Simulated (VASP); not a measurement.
# CO2 (I-42d) in VASP: notebook

The runs below take CO2 through single point, with PBE.

All numbers are computed with VASP 6.6.1; they aren't measurements. Logs are shortened: lines on timing, memory, paths and dates and some standing lists are left out, and cuts for length are marked.

### 1 The cell of the first run

Symmetry: I-42d, No. 122, tetragonal system. The conventional cell has a = 3.804 Å, b = 3.804 Å, c = 5.775 Å, α = 90.00°, β = 90.00°, γ = 90.00°. Within 1.8 Å of C (site symmetry -4) lie 4 O at 1.38 Å. Within 1.8 Å of O (site symmetry 2) lie 2 C at 1.38 Å.

### 2 Single point, PBE (strain -2.7%)

Input file INCAR:

```
PREC = Accurate
ENCUT = 1340
EDIFF = 1E-6
ISMEAR = -1
SIGMA = 0.02
LREAL = F
LASPH = T
NELM = 120
ALGO = Normal
ISIF = 2
LWAVE = F
LCHARG = F
GGA = PE
NBANDS = 25
GGA_COMPAT = F
```

Input file KPOINTS:

```
regular mesh
0
Gamma
  10 10 10
```

Input file POSCAR:

```
CO2
1.0
   -1.9022282532      1.9022282532      2.8875102868
    1.9022282532     -1.9022282532      2.8875102868
    1.9022282532      1.9022282532     -2.8875102868
C O
2 4
Direct
    0.0000000000      0.0000000000      0.0000000000
    0.7500000000      0.2500000000      0.5000000000
    0.3750000000      0.3043005097      0.4293005097
    0.6956994903      0.1250000000      0.0706994903
    0.8750000000      0.9456994903      0.5706994903
    0.0543005097      0.6250000000      0.9293005097
```

Potentials or basis: VASP PAW PBE potentials, release 64 (C_h, O_h).

Started as:

```bash
$ cat potpaw_PBE.64/C_h/POTCAR potpaw_PBE.64/O_h/POTCAR > POTCAR
$ mpirun -np 1 vasp_std > vasp.out
```

OUTCAR:

```text
PREC = Accurate
   ENCUT = 1340
   EDIFF = 1E-6
   ISMEAR = -1
   LREAL = F
   LASPH = T
   NELM = 120
   ISIF = 2
   GGA = PE

 ion  position               nearest neighbor table
   1  0.000  0.000  0.000-   3 1.38   5 1.38   6 1.38   4 1.38
   2  0.750  0.250  0.500-   3 1.38   4 1.38   6 1.38   5 1.38
   3  0.375  0.304  0.429-   1 1.38   2 1.38
   4  0.696  0.125  0.071-   2 1.38   1 1.38
   5  0.875  0.946  0.571-   1 1.38   2 1.38
   6  0.054  0.625  0.929-   1 1.38   2 1.38

  LATTYP: Found a body centered tetragonal cell.
 ALAT       =     3.8044565064
 C/A-ratio  =     1.5179620437

  Lattice vectors:

 A1 = (  -1.9022282532,   1.9022282532,   2.8875102868)
 A2 = (   1.9022282532,  -1.9022282532,   2.8875102868)
 A3 = (   1.9022282532,   1.9022282532,  -2.8875102868)

Analysis of symmetry for initial positions (statically):
=====================================================================
 Subroutine PRICEL returns:
 Original cell was already a primitive cell.

 Routine SETGRP: Setting up the symmetry group for a
 body centered tetragonal supercell.

 Subroutine GETGRP returns: Found  8 space group operations
 (whereof  4 operations were pure point group operations)
 out of a pool of 16 trial point group operations.

The static configuration has the point symmetry S_4 .
 The point group associated with its full space group is D_2d.

Analysis of symmetry for dynamics (positions and initial velocities):
=====================================================================
 Subroutine PRICEL returns:
 Original cell was already a primitive cell.

 Routine SETGRP: Setting up the symmetry group for a
 body centered tetragonal supercell.

 Subroutine GETGRP returns: Found  8 space group operations
 (whereof  4 operations were pure point group operations)
 out of a pool of 16 trial point group operations.

The dynamic configuration has the point symmetry S_4 .
 The point group associated with its full space group is D_2d.

 Subroutine INISYM returns: Found  8 space group operations
 (whereof  4 operations are pure point group operations),
 and found     1 'primitive' translations

----------------------------------------------------------------------------------------

                                     Primitive cell

  volume of cell :      41.7935

  direct lattice vectors                    reciprocal lattice vectors
    -1.902228253  1.902228253  2.887510287     0.000000000  0.262849634  0.173159556
     1.902228253 -1.902228253  2.887510287     0.262849634  0.000000000  0.173159556
     1.902228253  1.902228253 -2.887510287     0.262849634  0.262849634  0.000000000

  length of vectors
     3.946474415  3.946474415  3.946474415     0.314760484  0.314760484  0.371725517

  position of ions in fractional coordinates (direct lattice)
     0.000000000  0.000000000  0.000000000
     0.750000000  0.250000000  0.500000000
     0.375000000  0.304300510  0.429300510
     0.695699490  0.125000000  0.070699490
     0.875000000  0.945699490  0.570699490
     0.054300510  0.625000000  0.929300510

  ion indices of the primitive-cell ions
   primitive index   ion index
                 1           1
                 2           2
                 3           3
                 4           4
                 5           5
                 6           6

----------------------------------------------------------------------------------------

 KPOINTS: regular mesh

Automatic generation of k-mesh.
 Grid dimensions read from file:
 generate k-points for:   10   10   10

 Generating k-lattice:

  Cartesian coordinates                     Fractional coordinates (reciprocal lattice)
     0.000000000  0.026284963  0.017315956     0.100000000 -0.000000000  0.000000000
     0.026284963  0.000000000  0.017315956    -0.000000000  0.100000000  0.000000000
     0.026284963  0.026284963  0.000000000     0.000000000  0.000000000  0.100000000

  Length of vectors
     0.031476048  0.031476048  0.037172552

  Shift w.r.t. Gamma in fractional coordinates (k-lattice)
     0.000000000  0.000000000  0.000000000

 Subroutine IBZKPT returns following result:
 ===========================================

 Found    102 irreducible k-points:

 Following reciprocal coordinates:
            Coordinates               Weight
  0.000000  0.000000  0.000000      1.000000
  0.100000  0.000000 -0.000000      8.000000
  0.200000  0.000000 -0.000000      8.000000
  0.300000  0.000000  0.000000      8.000000
  0.400000  0.000000  0.000000      8.000000
  0.500000  0.000000  0.000000      4.000000
[... 16 lines left out ...]
  0.300000  0.300000  0.000000      8.000000
  0.400000  0.300000  0.000000     16.000000
 [... further k-points ...]
   k-points           NKPTS =    102   k-points in BZ     NKDIM =    102   number of bands    NBANDS=     25
   number of dos      NEDOS =    301   number of ions     NIONS =      6
   total plane-waves  NPLWV = 110592
   dimension x,y,z NGX =    48 NGY =   48 NGZ =   48
   dimension x,y,z NGXF=    96 NGYF=   96 NGZF=   96
   ions per type =               2   4
   NGX,Y,Z   is equivalent  to a cutoff of  20.22, 20.22, 20.22 a.u.
   NGXF,Y,Z  is equivalent  to a cutoff of  40.44, 40.44, 40.44 a.u.
 SYSTEM =  unknown system
   PREC   = accura    normal or accurate (medium, high low for compatibility)
   ISTART =      0    job   : 0-new  1-cont  2-samecut
   ICHARG =      2    charge: 1-file 2-atom 10-const
   ISPIN  =      1    spin polarized calculation?
   LNONCOLLINEAR =      F non collinear calculations
   LSORBIT =      F    spin-orbit coupling
   LASPH  =      T    aspherical Exc in radial PAW
   ENCUT  = 1340.0 eV  98.49 Ry    9.92 a.u.  11.78 11.78 11.78*2*pi/ulx,y,z
   NELM   =    120;   NELMIN=  2; NELMDL= -5     # of ELM steps
   EDIFF  = 0.1E-05   stopping-criterion for ELM
   LREAL  =      F    real-space projection
   EDIFFG = 0.1E-04   stopping-criterion for IOM
   NSW    =      0    number of steps for IOM
   IBRION =     -1    ionic relax: 0-MD 1-quasi-New 2-CG
   NFREE  =      0    steps in history (QN), initial steepest desc. (CG)
   ISIF   =      2    stress and relaxation
   ISYM   =      2    0-nonsym 1-usesym 2-fastsym
   POTIM  = 0.5000    time-step for ionic-motion
   TEBEG  =    0.0;   TEEND  =   0.0 temperature during run
   PSTRESS=    0.0 pullay stress
   NELECT =      32.0000    total number of electrons
   NUPDOWN=      -1.0000    fix difference up-down
   EMIN   =  10.00;   EMAX   =-10.00  energy-range for DOS
   EFERMI =   0.00;   METHOD = LEGACY
   ISMEAR =    -1;   SIGMA  =   0.02  broadening in eV -4-tet -1-fermi 0-gaus
   EFERMI_NEDOS =   21; number of points for ismear=-14 and -15
   IALGO  =     38    algorithm
   IMIX   =      4    mixing-type and parameters
     AMIX     =   0.40;   BMIX     =  1.00
     AMIX_MAG =   1.60;   BMIX_MAG =  1.00
  volume/ion in A,a.u.               =       6.97        47.01
  Fermi-wavevector in a.u.,A,eV,Ry     =   1.497690  2.830223 30.518888  2.243075
  Thomas-Fermi vector in A             =   2.609545
   LORBIT       =      0    0 simple, 1 ext, 2 COOP (PROOUT), +10 PAW based schemes
   GGA     = PE    functional components
   LHFCALC =     F    Hartree Fock is set to
   AEXX    =    0.0000 exact exchange contribution
   IVDW    =     0    specifies the selected vdW correction
   LEPSILON=     F    determine dielectric tensor
   LRPA    =     F    only Hartree local field effects (RPA)
 non-spin polarized calculation
  energy-cutoff  :     1340.00
  volume of cell :       41.79
 maximum number of plane-waves:      4714
   NGX = 23   NGY = 23   NGZ = 23

 number of electron      32.0000000 magnetization

 Free energy of the ion-electron system (eV)
  ---------------------------------------------------
  ext. energy  EPLUGINS =         0.00000000
  ---------------------------------------------------
  free energy    TOTEN  =       -43.37352226 eV

  energy without entropy =      -43.37352226  energy(sigma->0) =      -43.37352226

 E-fermi :   5.0273     XC(G=0): -11.8185

 val. band max:        4.5130479469   @ k =   0.5000   0.0000   0.0000
 cond. band min:      12.3167363222   @ k =   0.0000   0.0000   0.0000
 fundamental gap:      7.8036883753
 Fermi energy:         5.0273392697

 k-point     1 :       0.0000    0.0000    0.0000
  band No.  band energies     occupation
      1     -20.3386      2.00000
      2     -14.7914      2.00000
      3     -14.7914      2.00000
      4     -13.8901      2.00000
      5     -10.1604      2.00000
      6      -5.6213      2.00000
[... 17 lines left out ...]
     24      20.3903      0.00000
     25      20.3903      0.00000

 k-point     2 :       0.1000    0.0000   -0.0000
  band No.  band energies     occupation
      1     -20.2649      2.00000
      2     -14.9444      2.00000
      3     -14.8154      2.00000
      4     -14.0113      2.00000
      5      -9.9431      2.00000
      6      -5.6031      2.00000
[... 17 lines left out ...]
     24      20.3860      0.00000
     25      20.4656      0.00000

 k-point     3 :       0.2000    0.0000   -0.0000
  band No.  band energies     occupation
      1     -20.0517      2.00000
      2     -15.4231      2.00000
      3     -14.8703      2.00000
      4     -14.2004      2.00000
      5      -9.4585      2.00000
      6      -5.5751      2.00000
[... 552 lines left out ...]
 k-point    23 :       0.3000    0.3000    0.0000
  band No.  band energies     occupation
      1     -18.8964      2.00000
      2     -17.1993      2.00000
      3     -15.1280      2.00000
      4     -14.6870      2.00000
      5      -7.9179      2.00000
      6      -5.9988      2.00000
[... 17 lines left out ...]
     24      19.7780      0.00000
     25      20.6358      0.00000

 k-point    24 :       0.4000    0.3000    0.0000
  band No.  band energies     occupation
      1     -18.6374      2.00000
      2     -17.5094      2.00000
      3     -15.1016      2.00000
      4     -14.7476      2.00000
      5      -7.7453      2.00000
      6      -6.3135      2.00000
[... 17 lines left out ...]
     24      19.8541      0.00000
     25      20.9109      0.00000

 [... further k-points ...]

------------------------ aborting loop because EDIFF is reached ----------------------------------------

  FORCE on cell =-STRESS in cart. coord.  units (eV):
  Direction    XX          YY          ZZ          XY          YZ          ZX
  --------------------------------------------------------------------------------------
  -------------------------------------------------------------------------------------
  Total        5.8690944      5.8690944      6.7647509      0.0000000     -0.0000000      0.0000000
  in kB      224.9950129    224.9950129    259.3305056      0.0000000     -0.0000000      0.0000000
  external PRESSURE =     236.4401771 kB  Pullay stress =       0.0000000 kB

 VOLUME and BASIS-vectors are now :
 -----------------------------------------------------------------------------
  energy-cutoff  :     1340.00
  volume of cell :       41.79
      direct lattice vectors                 reciprocal lattice vectors
    -1.902228253  1.902228253  2.887510287     0.000000000  0.262849634  0.173159556
     1.902228253 -1.902228253  2.887510287     0.262849634  0.000000000  0.173159556
     1.902228253  1.902228253 -2.887510287     0.262849634  0.262849634  0.000000000

 POSITION                                       TOTAL-FORCE (eV/Angst)
 -----------------------------------------------------------------------------------
      0.00000      0.00000      0.00000        -0.000000      0.000000      0.000000
      0.00000      1.90223      1.44376        -0.000000      0.000000      0.000000
      0.68214      0.95111      0.72188         0.298212      0.000000      0.000000
     -0.95111      1.22009      2.16563        -0.000000     -0.298212      0.000000
      1.22009      0.95111      3.60939        -0.298212      0.000000      0.000000
      2.85334      0.68214     -0.72188        -0.000000      0.298212      0.000000
 -----------------------------------------------------------------------------------
    total drift:                               -0.000000     -0.000000     -0.000000

  FREE ENERGIE OF THE ION-ELECTRON SYSTEM (eV)
  ---------------------------------------------------
  free  energy   TOTEN  =       -43.3735222620 eV

  energy  without entropy=      -43.3735222620  energy(sigma->0) =      -43.37352226
```

Run time: 4.7 min. Hardware: 1 thread of Intel Xeon Platinum 8488C (Sapphire Rapids), shared host; peak memory 0.52 GiB.

Results:

* Free energy: -43.3735 eV
* Pressure: 23.6 GPa
* Largest force: 0.298 eV/Å
* Band gap on the k mesh: 7.80 eV (least direct gap 8.06 eV)

Forces in eV/Å, atoms in the order of the input:
```
C    0.000  0.000  0.000
C    0.000  0.000  0.000
O    0.298  0.000  0.000
O    0.000 -0.298  0.000
O   -0.298  0.000  0.000
O    0.000  0.298  0.000
```

Stress tensor (GPa, compression positive):
```
22.50  0.00  0.00
 0.00 22.50  0.00
 0.00  0.00 25.93
```

Caveat: the cell differs from its parent crystal (strain -2.7%); the cell stands under pressure. A k mesh can miss the band edges.

(Part 1 of 2 ends here.)
